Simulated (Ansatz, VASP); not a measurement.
## C in VASP and in Ansatz

The input INCAR:

```
ALGO = Normal
EDIFF = 1E-6
ENCUT = 600
GGA = PE
GGA_COMPAT = False
ISIF = 2
ISMEAR = 0
IVDW = 12
LASPH = True
LCHARG = False
LREAL = False
LWAVE = False
NBANDS = 11
NELM = 120
PREC = Accurate
SIGMA = 0.02
```

Contents of KPOINTS:

```
k-points
0
Gamma
  12 12 12
```

The input POSCAR:

```
C
1.0
    0.0000000000      1.7604789455      1.7604789455
    1.7604789455      0.0000000000      1.7604789455
    1.7604789455      1.7604789455      0.0000000000
C
2
Direct
    0.0000000000      0.0000000000      0.0000000000
    0.2500000000      0.2500000000      0.2500000000
```

Input for Ansatz:

```yaml
crystal:
  lattice:
    - [0.0, 1.7604789455, 1.7604789455]
    - [1.7604789455, 0.0, 1.7604789455]
    - [1.7604789455, 1.7604789455, 0.0]
  atoms:
    - { symbol: C, position: [0.0, 0.0, 0.0] }
    - { symbol: C, position: [0.25, 0.25, 0.25] }
basis:
  ecutwfc: 420
kpoints:
  mp_grid: { grid: [12, 12, 12] }
hamiltonian:
  xc: pbe
  dispersion: d3bj
  pseudopotentials: { kind: paw }
scf:
  occupations: { method: gaussian, width: 0.02 }
output:
  forces: true
  stress: true
  eigenvalues: true
```

Alike in both runs: task single point; functional PBE; dispersion D3(BJ); k mesh 12 × 12 × 12; occupations gaussian, width 0.02 eV; no spin polarisation.

|  | VASP | Ansatz |
| --- | --- | --- |
| version | VASP 6.6.1 | Ansatz 0.2.0 |
| potentials or method | VASP PAW PBE potentials, release 64 (C), cutoff 600 eV | scalar-relativistic, plane waves, PAW |
| valence electrons in the cell | 8 | 8 |

```csv
,VASP,Ansatz,Ansatz less VASP
gap on the k mesh at the Fermi level (eV),4.24,4.25,+0.005
least direct gap on the mesh (eV),5.70,5.70,+0.005
pressure (GPa),14.3,14.2,-0.11
```
